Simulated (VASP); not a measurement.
Set up this calculation in VASP 6.6.1, as the native input.

| Property | Result |
| --- | --- |
| Task | single point |
| Functional | PBEsol |
| Potentials or basis | VASP PAW PBE potentials, release 64 (N, B) |
| Cutoff | 520 eV |
| k mesh | 13 × 13 × 13 |
| Occupations | gaussian, width 0.05 eV |
| Spin | no spin polarisation |
| Dipole correction | no |
| Further INCAR settings | ALGO = Normal; EDIFF = 1e-06; NBANDS = 11 |

The structure of BN lies in POSCAR:

```
BN
1.0
    0.0000000000      1.8130010000      1.8130010000
    1.8130010000      0.0000000000      1.8130010000
    1.8130010000      1.8130010000      0.0000000000
N B
1 1
Direct
    0.2500000000      0.2500000000      0.2500000000
    0.0000000000      0.0000000000      0.0000000000
```

One way to write it, as run:

INCAR

```
  PREC = Accurate
  ENCUT = 520
  EDIFF = 1E-6
  ISMEAR = 0
  SIGMA = 0.05
  LREAL = False
  LASPH = True
  NELM = 80
  ALGO = Normal
  ISIF = 2
  LWAVE = False
  LCHARG = False
  GGA = PS
  NBANDS = 11
```

KPOINTS

```
regular mesh
0
Gamma
  13 13 13
```

Potentials or basis: VASP PAW PBE potentials, release 64 (N, B).

Run with:

```bash
$ cat potpaw_PBE.64/N/POTCAR potpaw_PBE.64/B/POTCAR > POTCAR
$ mpirun -np 1 vasp_std > vasp.out
```

It gave:

```yaml
Pressure: -5.7 GPa
Band_gap_on_the_k_mesh: 4.34 eV, indirect (least direct gap 8.72 eV)
```

Caveat: the PAW data sets were made with another functional, which shifts forces and pressure a little.

Wall time 5 s on 1 thread of Intel(R) Xeon(R) 6975P-C (Granite Rapids) (shared host), peak memory 0.12 GiB.
